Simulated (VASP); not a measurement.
# Mg in VASP: notebook, part 2 of 2

VASP 6.6.1. Earlier steps stand in the parts before.

## 4. Single point, PBEsol+D3(BJ), collinear spin, zero start

INCAR reads:

```
SYSTEM = Mg
  PREC = Accurate
  ENCUT = 600
  EDIFF = 1E-6
  ISMEAR = -5
  SIGMA = 0.05
  LREAL = .FALSE.
  LASPH = .TRUE.
  NELM = 200
  ALGO = Normal
  ISIF = 2
  LWAVE = .FALSE.
  LCHARG = .FALSE.
  ISPIN = 2
  MAGMOM = 0
  LORBIT = 11
  GGA = PS
  IVDW = 12
  NBANDS = 11
  GGA_COMPAT = .FALSE.
```

KPOINTS reads:

```
Automatic mesh
0
G
  11 11 11
  0 0 0
```

POSCAR reads:

```
Mg
1.0
   -1.7727644950      1.7727644950      1.7727644950
    1.7727644950     -1.7727644950      1.7727644950
    1.7727644950      1.7727644950     -1.7727644950
Mg
1
Direct
    0.0000000000      0.0000000000      0.0000000000
```

On the command line:

```
cat potpaw_PBE.64/Mg/POTCAR > POTCAR
mpirun -np 1 vasp_std > vasp.out
```

Run time: 14 s. Hardware: 1 thread of AMD EPYC 9R45 (Zen 5), shared host; peak memory 0.16 GiB.

It converged, with:

| Property | Result |
| --- | --- |
| Free energy | -1.9665 eV |
| Pressure | -2.1 GPa |
| Band gap on the k mesh | zero (filled and empty bands overlap) |
| Net moment | 0.00 μB per cell |
| Valence electrons inside the program's atomic spheres | Mg 0.35 |
| Dispersion energy per atom | -0.269 eV |

Levels at points of the mesh, in eV from the Fermi level:
Spin up:
| k point | band 1 | band 2 | band 3 | band 4 | band 5 |
| --- | --- | --- | --- | --- | --- |
| (0.00, 0.00, 0.00) | -7.22 | 13.05 | 13.05 | 13.05 | 15.11 |
Spin down:
| k point | band 1 | band 2 | band 3 | band 4 |
| --- | --- | --- | --- | --- |
| (0.00, 0.00, 0.00) | -7.22 | 13.05 | 13.05 | 13.05 |

Caveat: the PAW data sets were made with another functional, which shifts forces and pressure a little; tetrahedron occupations give inexact forces and stress in metals.

## 5. Single point, rpbe exchange, lyp correlation, non-collinear spin, typed start (the cell strained at random)

INCAR reads:

```
SYSTEM = Mg
PREC = Accurate ; ENCUT = 600
EDIFF = 1E-6 ; ISMEAR = -1
SIGMA = 0.01 ; LREAL = .FALSE.
LASPH = .TRUE. ; NELM = 200
ALGO = Normal ; ISIF = 2
LWAVE = .FALSE. ; LCHARG = .TRUE.
LNONCOLLINEAR = .TRUE. ; MAGMOM = 0 0 0.5
LORBIT = 11 ; GGA = LIBXC
LIBXC1 = GGA_X_RPBE ; LIBXC2 = GGA_C_LYP
LVHAR = .TRUE. ; NBANDS = 13
GGA_COMPAT = .FALSE.
```

KPOINTS reads:

```
regular mesh
0
G
  8 8 8
  0 0 0
```

POSCAR reads:

```
Mg
1.0
   -1.8237030000      1.7309930000      1.7606710000
    1.8038100000     -1.7992540000      1.8090380000
    1.7796540000      1.7552050000     -1.8289310000
Mg
1
Direct
    0.0000000000      0.0000000000      0.0000000000
```

On the command line:

```
cat potpaw_PBE.64/Mg/POTCAR > POTCAR
mpirun -np 1 vasp_ncl > vasp.out
```

Wall time 94 s (1 thread of AMD EPYC 9R45 (Zen 5), shared host); peak memory 0.3 GiB.

Results (log left out):

- Free energy: -0.6080 eV
- Pressure: 2.4 GPa
- Band gap on the k mesh: zero (bands 2 and 3 overlap by 4.80 eV)
- Net moment: 0.00 μB per cell
- Valence electrons inside the program's atomic spheres: Mg 0.36

Stress tensor (GPa, compression positive):
```
2.76 0.76 0.33
0.76 1.42 1.07
0.33 1.07 2.86
```

Levels at points of the mesh, in eV from the Fermi level:
```
           k point  band 1  band 2  band 3  band 4  band 5
(0.00, 0.00, 0.00)   -7.02   -7.02   12.79   12.79   13.26
(0.50, 0.00, 0.00)   -1.23   -1.23   -0.51   -0.51    8.51
(0.00, 0.50, 0.00)   -1.47   -1.47   -0.92   -0.92    9.08
(0.50, 0.50, 0.00)   -1.52   -1.52   -1.02   -1.02    8.67
(0.00, 0.00, 0.50)   -1.31   -1.31   -0.64   -0.64    8.59
(0.50, 0.00, 0.50)   -1.56   -1.56   -1.09   -1.09    9.00
(0.00, 0.50, 0.50)   -1.56   -1.56   -1.09   -1.09    8.68
(0.50, 0.50, 0.50)    3.70    3.70    3.84    3.84    4.00
```

Moments on the atoms (μB; x, y, z):
```
Mg  0.00 0.00 0.00
```

Caveat: the cell differs from its parent crystal (the cell strained at random); the PAW data sets were made with another functional, which shifts forces and pressure a little.

## 6. Single point, PBEsol (atoms moved at random)

INCAR reads:

```
ALGO = Normal
EDIFF = 1E-6
ENCUT = 230
GGA = PS
GGA_COMPAT = False
ISIF = 2
ISMEAR = 1
ISYM = 0
LASPH = True
LCHARG = False
LREAL = Auto
LWAVE = False
NELM = 120
NSIM = 4
PREC = Normal
ROPT = -0.00025
SIGMA = 0.1
```

KPOINTS reads:

```
k-points
0
Gamma
  1 1 1
```

POSCAR reads:

```
Mg
1.0
   -7.0910579868      7.0910579868      7.0910579868
    7.0910579868     -7.0910579868      7.0910579868
    5.3182934901      5.3182934901     -5.3182934901
Mg
48
Direct
    0.0036870000      0.0007430000      0.0058870000
    0.0060310000      0.0011650000      0.3398830000
    0.0027470000      0.0010610000      0.6696210000
   -0.0011100000      0.2465660000     -0.0022820000
   -0.0012990000      0.2458910000      0.3323780000
    0.0031730000      0.2498710000      0.6646740000
    0.0053080000      0.4994290000      0.0013230000
    0.0034040000      0.4981770000      0.3372230000
   -0.0008820000      0.5042700000      0.6684140000
   -0.0000600000      0.7488260000     -0.0041130000
   -0.0012630000      0.7520540000      0.3371030000
    0.0002820000      0.7476930000      0.6663710000
    0.2513750000     -0.0000260000     -0.0030310000
    0.2451690000     -0.0036600000      0.3316970000
    0.2534100000      0.0002460000      0.6662490000
    0.2499490000      0.2520540000     -0.0003900000
    0.2489820000      0.2508580000      0.3356590000
    0.2503700000      0.2506120000      0.6623450000
    0.2501830000      0.5007540000     -0.0086170000
    0.2450050000      0.4991560000      0.3306590000
    0.2443620000      0.5006600000      0.6637700000
    0.2482270000      0.7515130000     -0.0010640000
    0.2525810000      0.7535460000      0.3309980000
    0.2499790000      0.7493900000      0.6689310000
    0.4956970000     -0.0046730000     -0.0052160000
    0.5036030000      0.0041110000      0.3378630000
    0.4944940000     -0.0041560000      0.6597230000
    0.5042710000      0.2498420000     -0.0010650000
    0.5003960000      0.2529110000      0.3303610000
    0.5013370000      0.2533980000      0.6672710000
    0.4953660000      0.4967910000     -0.0047500000
    0.4993630000      0.5003610000      0.3382950000
    0.5040580000      0.5022460000      0.6665160000
    0.4968650000      0.7497850000     -0.0076950000
    0.4962110000      0.7474230000      0.3307620000
    0.4975460000      0.7495320000      0.6680490000
    0.7458340000     -0.0017730000     -0.0057870000
    0.7529030000     -0.0007860000      0.3374710000
    0.7430410000     -0.0032030000      0.6621030000
    0.7492270000      0.2488680000      0.0028580000
    0.7523470000      0.2581300000      0.3384830000
    0.7485090000      0.2507650000      0.6689330000
    0.7456520000      0.5018270000     -0.0000010000
    0.7524590000      0.5014140000      0.3390630000
    0.7483710000      0.4978280000      0.6622150000
    0.7497580000      0.7496240000      0.0016260000
    0.7501840000      0.7493360000      0.3317940000
    0.7529750000      0.7511120000      0.6622330000
```

Potentials or basis: VASP PAW PBE potentials, release 64 (Mg).

On the command line:

```
cat potpaw_PBE.64/Mg/POTCAR > POTCAR
mpirun -np 8 vasp_std > vasp.out
```

It took 24 s on 8 MPI ranks of AMD EPYC 7R43 (Zen 3), shared host; peak memory 0.11 GiB.

The run converged, but its numbers aren't listed here, since they failed a check.

Caveat: the k points lie up to 0.75 Å⁻¹ apart; the cell differs from its parent crystal (atoms moved at random); the cutoff is under 1.25 times the usual one of these potentials, so pressure, stress and relaxed cells hold a basis-set (Pulay) error; the mesh shows a gap though the element is a metal; the PAW data sets were made with another functional, which shifts forces and pressure a little.

## 7. Summary

```tsv
level	spin	cell	k mesh	cutoff (eV)	smearing	dipole correction	grid for exact exchange (PRECFOCK)	share of exact exchange	tolerance level	purpose	gap on the mesh (eV)	pressure (GPa)	moment (μB)
B3LYP5	off	a = 3.071 Å, angles 109.5°, 1 atom	8 × 8 × 8	520	fermi-dirac 0.05 eV	no	Normal	0.2	-	-	none	1.0	-
LAK	off	a = 3.071 Å, angles 109.5°, 1 atom	13 × 13 × 13	440	methfessel-paxton 0.1 eV	-	-	-	tight	restart	none	0.0	-
PBEsol+D3(BJ)	collinear, zero start	a = 3.071 Å, angles 109.5°, 1 atom	11 × 11 × 11	600	tetrahedron	no	-	-	-	-	none	-2.1	0.00
rpbe exchange, lyp correlation	non-collinear, typed start	a = 3.070, b = 3.125, c = 3.097 Å, angles 109.7, 111.1, 109.6°, 1 atom	8 × 8 × 8	600	fermi-dirac 0.01 eV	no	-	-	-	-	none	2.4	0.00
```

Alike in all rows: task single point; potentials or basis VASP PAW PBE potentials, release 64 (Mg).

The pressure there spans -2.1 GPa (PBEsol+D3(BJ)) to 1.0 GPa (B3LYP5); a positive pressure means that this level wants a larger cell, a negative one a smaller.

Caveats: the PAW data sets were made with another functional, which shifts forces and pressure a little; tetrahedron occupations give inexact forces and stress in metals (at least some runs).

Absolute energies hang on the potentials; compare differences alone.
